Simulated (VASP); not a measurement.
# GaSb3 (Immm) in VASP: further runs, part 2 of 2

VASP 6.6.1.

### Step 4. Single point, PBE+D3(BJ) (strain -0.0200 x Voigt [0, 0, 0, 0, 0, 1])

INCAR

```
SYSTEM = GaSb3
ALGO = Normal
EDIFF = 1E-7
ENCUT = 520
GGA = PE
ISIF = 2
ISMEAR = 0
IVDW = 12
LASPH = .True.
LCHARG = .True.
LELF = .True.
LREAL = .False.
LVHAR = .True.
LWAVE = .False.
NBANDS = 22
NELM = 100
PREC = Accurate
SIGMA = 0.15
```

KPOINTS

```
k-points
0
Gamma
  12 12 12
  0 0 0
```

POSCAR

```
GaSb3
1.0
   -0.0364789010      3.6478901005      3.6478901005
    3.6478901005     -0.0364789010      3.6478901005
    3.6114111995      3.6114111995      0.0000000000
Ga Sb
1 3
Direct
    0.0000000000      0.0000000000      0.0000000000
    0.2500000000      0.2500000000      0.2500000000
    0.7500000000      0.7500000000      0.7500000000
    0.5000000000      0.5000000000      0.5000000000
```

Potentials or basis: VASP PAW PBE potentials, release 64 (Ga_d, Sb).

Launch:

```sh
$ cat potpaw_PBE.64/Ga_d/POTCAR potpaw_PBE.64/Sb/POTCAR > POTCAR
$ mpirun -np 1 vasp_std > vasp.out
```

OUTCAR:

```text
SYSTEM = GaSb3
   EDIFF = 1E-7
   ENCUT = 520
   GGA = PE
   ISIF = 2
   ISMEAR = 0
   IVDW = 12
   LASPH = .True.
   LREAL = .False.
   NELM = 100
   PREC = Accurate
 IVDW          = 12

 ion  position               nearest neighbor table
   1  0.000  0.000  0.000-   3 3.14   2 3.14   3 3.14   2 3.14   3 3.18   3 3.18   2 3.18   2 3.18

   2  0.250  0.250  0.250-   1 3.14   1 3.14   4 3.14   4 3.14   1 3.18   1 3.18   4 3.18   4 3.18
                             3 3.65   3 3.65   3 3.65   3 3.65   3 3.65   3 3.65
   3  0.750  0.750  0.750-   4 3.14   1 3.14   4 3.14   1 3.14   4 3.18   4 3.18   1 3.18   1 3.18
                             2 3.65   2 3.65   2 3.65   2 3.65   2 3.65   2 3.65
   4  0.500  0.500  0.500-   2 3.14   2 3.14   3 3.14   3 3.14   2 3.18   2 3.18   3 3.18   3 3.18

  LATTYP: Found a body centered orthorhombic cell.
 ALAT       =     5.1073066976
 B/A-ratio  =     1.0202020202
 C/A-ratio  =     1.4284985478

  Lattice vectors:

 A1 = (   0.0364789010,  -3.6478901005,  -3.6478901005)
 A2 = (  -0.0364789010,   3.6478901005,  -3.6478901005)
 A3 = (   3.6478901005,  -0.0364789010,   3.6478901005)

Analysis of symmetry for initial positions (statically):
[... 179 lines left out ...]
 val. band max:        8.2534616121   @ k =   0.3333   0.3333   0.0000
 cond. band min:       8.2735178073   @ k =  -0.2500   0.0833   0.2500
 fundamental gap:      0.0200561953
 Fermi energy:         8.2555797602

 k-point     1 :       0.0000    0.0000    0.0000
  band No.  band energies     occupation
      1      -6.5588      2.00000
      2      -6.5587      2.00000
      3      -6.5582      2.00000
      4      -6.5426      2.00000
      5      -6.5424      2.00000
      6      -4.6667      2.00000
[... 589 lines left out ...]
     21      13.5062      0.00000
     22      16.4086      0.00000

 [... further k-points ...]

------------------------ aborting loop because EDIFF is reached ----------------------------------------

 Edisp (eV)   -1.91768

 E8    (eV) :    -0.8851

  FORCE on cell =-STRESS in cart. coord.  units (eV):
  Direction    XX          YY          ZZ          XY          YZ          ZX
  --------------------------------------------------------------------------------------
  -------------------------------------------------------------------------------------
  Total       0.18818     0.18818     0.21412     0.36911     0.00000     0.00000
  in kB       3.10582     3.10582     3.53394     6.09193     0.00000     0.00000
  external pressure =        3.25 kB  Pullay stress =        0.00 kB

 VOLUME and BASIS-vectors are now :
 -----------------------------------------------------------------------------
  energy-cutoff  :      520.00
  volume of cell :       97.08
      direct lattice vectors                 reciprocal lattice vectors
    -0.036478901  3.647890101  3.647890101    -0.135708448  0.135708448  0.137065533
     3.647890101 -0.036478901  3.647890101     0.135708448 -0.135708448  0.137065533
     3.611411200  3.611411200  0.000000000     0.138450033  0.138450033 -0.137065533

 POSITION                                       TOTAL-FORCE (eV/Angst)
 -----------------------------------------------------------------------------------
      0.00000      0.00000      0.00000        -0.000000      0.000000      0.000000
      1.80571      1.80571      1.82395        -0.000000     -0.000000     -0.065464
      5.41712      5.41712      5.47184         0.000000      0.000000      0.065464
      3.61141      3.61141      3.64789         0.000000     -0.000000      0.000000
 -----------------------------------------------------------------------------------
    total drift:                               -0.000000      0.000000      0.000000

  FREE ENERGIE OF THE ION-ELECTRON SYSTEM (eV)
  ---------------------------------------------------
  free  energy   TOTEN  =       -16.4030114546 eV

  energy  without entropy=      -16.3786907896  energy(sigma->0) =      -16.39085112
```

OSZICAR:

```text
N       E                     dE             d eps       ncg     rms          rms(c)
DAV:   1     0.163067619884E+03    0.16307E+03   -0.11711E+04 12788   0.137E+03
DAV:   2     0.146544244254E+01   -0.16160E+03   -0.15522E+03 13516   0.327E+02
DAV:   3    -0.140472560027E+02   -0.15513E+02   -0.14964E+02 15070   0.827E+01
DAV:   4    -0.145021350708E+02   -0.45488E+00   -0.45230E+00 13960   0.146E+01
DAV:   5    -0.145127356476E+02   -0.10601E-01   -0.10597E-01 15416   0.234E+00    0.357E+00
DAV:   6    -0.144922856765E+02    0.20450E-01   -0.32403E-02 15744   0.176E+00    0.199E+00
DAV:   7    -0.144854902346E+02    0.67954E-02   -0.21199E-02 14926   0.102E+00    0.145E-01
DAV:   8    -0.144853058557E+02    0.18438E-03   -0.18369E-03 14932   0.403E-01    0.733E-02
DAV:   9    -0.144853302478E+02   -0.24392E-04   -0.16342E-04 14952   0.875E-02    0.181E-02
DAV:  10    -0.144853335611E+02   -0.33133E-05   -0.15330E-05 14546   0.416E-02    0.774E-03
DAV:  11    -0.144853334422E+02    0.11888E-06   -0.14499E-06 15736   0.894E-03    0.250E-03
DAV:  12    -0.144853328130E+02    0.62917E-06   -0.11920E-07  8778   0.379E-03    0.681E-04
DAV:  13    -0.144853327296E+02    0.83483E-07   -0.20466E-08  8044   0.128E-03
   1 F= -.16403011E+02 E0= -.16390851E+02  d E =-.243207E-01
```

Wall time 15 min (1 thread of Oxide Virtual Turin-like, shared host); peak memory 0.64 GiB.

Results:

```yaml
Free_energy: -16.4030 eV
Pressure: 0.3 GPa
Largest_force: 0.065 eV/Å
Band_gap_on_the_k_mesh: zero (band 14 reaches 9.83 eV, above the bottom of band 15 at 5.71 eV)
Dispersion_energy_per_atom: -0.479 eV
```

Forces in eV/Å, atoms in the order of the input:
```
Ga   0.000  0.000  0.000
Sb   0.000  0.000 -0.065
Sb   0.000  0.000  0.065
Sb   0.000  0.000  0.000
```

Caveat: the cell differs from its parent crystal (strain -0.0200 x Voigt [0, 0, 0, 0, 0, 1]); spin-orbit coupling is left out, which moves the levels of the heavy elements; pairwise dispersion overbinds metals, which lowers pressure and volume.

### Step 5. Overview

| cell | gap on the mesh (eV) | pressure (GPa) | largest force (eV/Å) |
| --- | --- | --- | --- |
| a = 5.159, b = 5.159, c = 5.056 Å, angles 60.7, 60.7, 61.3°, 4 atoms | none | 0.3 | 0.12 |
| a = 5.159, b = 5.159, c = 5.236 Å, angles 59.5, 59.5, 59.0°, 4 atoms | none | 0.3 | 0.10 |
| a = 5.159, b = 5.159, c = 5.107 Å, angles 60.3, 60.3, 60.7°, 4 atoms | none | 0.3 | 0.07 |

Alike in all rows: task single point; level PBE+D3(BJ); potentials or basis VASP PAW PBE potentials, release 64 (Ga_d, Sb); no spin polarisation; k mesh 12 × 12 × 12; cutoff (eV) 520; smearing gaussian 0.15 eV.

Caveats: spin-orbit coupling is left out, which moves the levels of the heavy elements; pairwise dispersion overbinds metals, which lowers pressure and volume.

Absolute energies hang on the potentials; compare differences alone.
